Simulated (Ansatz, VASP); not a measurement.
One calculation of Na2TlGaF6, two programs

File INCAR:

```
  PREC = Accurate
  ENCUT = 520
  EDIFF = 1E-7
  ISMEAR = 0
  SIGMA = 0.05
  LREAL = False
  LASPH = True
  NELM = 100
  ALGO = Normal
  ISIF = 2
  LWAVE = False
  LCHARG = True
  GGA = PS
  LELF = True
  LVHAR = True
  NBANDS = 52
```

KPOINTS

```
regular mesh
0
Gamma
  6 6 6
```

POSCAR

```
Na2TlGaF6
1.0
    0.0000000000      4.4281556653      4.4281556653
    4.4281556653      0.0000000000      4.4281556653
    4.4281556653      4.4281556653      0.0000000000
Na Tl Ga F
2 1 1 6
Direct
    0.7500000000      0.7500000000      0.7500000000
    0.2500000000      0.2500000000      0.2500000000
    0.5000000000      0.5000000000      0.5000000000
    0.0000000000      0.0000000000      0.0000000000
    0.7859162153      0.2140837847      0.2140837847
    0.2140837847      0.2140837847      0.7859162153
    0.2140837847      0.7859162153      0.7859162153
    0.2140837847      0.7859162153      0.2140837847
    0.7859162153      0.2140837847      0.7859162153
    0.7859162153      0.7859162153      0.2140837847
```

Input for Ansatz:

```yaml
crystal:
  lattice:
    - [0.0, 4.4281556653, 4.4281556653]
    - [4.4281556653, 0.0, 4.4281556653]
    - [4.4281556653, 4.4281556653, 0.0]
  atoms:
    - { symbol: Na, position: [0.75, 0.75, 0.75] }
    - { symbol: Na, position: [0.25, 0.25, 0.25] }
    - { symbol: Tl, position: [0.5, 0.5, 0.5] }
    - { symbol: Ga, position: [0.0, 0.0, 0.0] }
    - { symbol: F, position: [0.7859162153, 0.2140837847, 0.2140837847] }
    - { symbol: F, position: [0.2140837847, 0.2140837847, 0.7859162153] }
    - { symbol: F, position: [0.2140837847, 0.7859162153, 0.7859162153] }
    - { symbol: F, position: [0.2140837847, 0.7859162153, 0.2140837847] }
    - { symbol: F, position: [0.7859162153, 0.2140837847, 0.7859162153] }
    - { symbol: F, position: [0.7859162153, 0.7859162153, 0.2140837847] }
basis:
  ecutwfc: 420
kpoints:
  mp_grid: { grid: [6, 6, 6] }
hamiltonian:
  xc: pbesol
scf:
  occupations: { method: gaussian, width: 0.05 }
output:
  forces: true
  stress: true
  eigenvalues: true
```

Alike in both runs: task single point; functional PBEsol; k mesh 6 × 6 × 6; occupations gaussian, width 0.05 eV; no spin polarisation.

|  | VASP | Ansatz |
| --- | --- | --- |
| version | VASP 6.6.1 | Ansatz 0.2.0 |
| potentials or method | VASP PAW PBE potentials, release 64 (Na_pv, Tl_d, Ga_d, F), cutoff 520 eV | scalar-relativistic, plane waves, PAW |
| valence electrons in the cell | 82 | 86 |

```tsv
	VASP	Ansatz	Ansatz less VASP
gap on the k mesh at the Fermi level (eV)	3.39	3.40	+0.008
least direct gap on the mesh (eV)	3.88	3.89	+0.005
pressure (GPa)	0.0	0.0	-0.02
rms of the force components (eV/Å)	0.035	0.000	-0.0345
```

VASP's potentials were made for PBE, not for PBEsol. Atom by atom the forces differ by 0.035 eV/Å (rms over components). VASP's potentials hold 82 valence electrons a cell and Ansatz's 86, so a difference there can come from the potentials and not from the codes.

Neither program's run includes spin-orbit coupling.
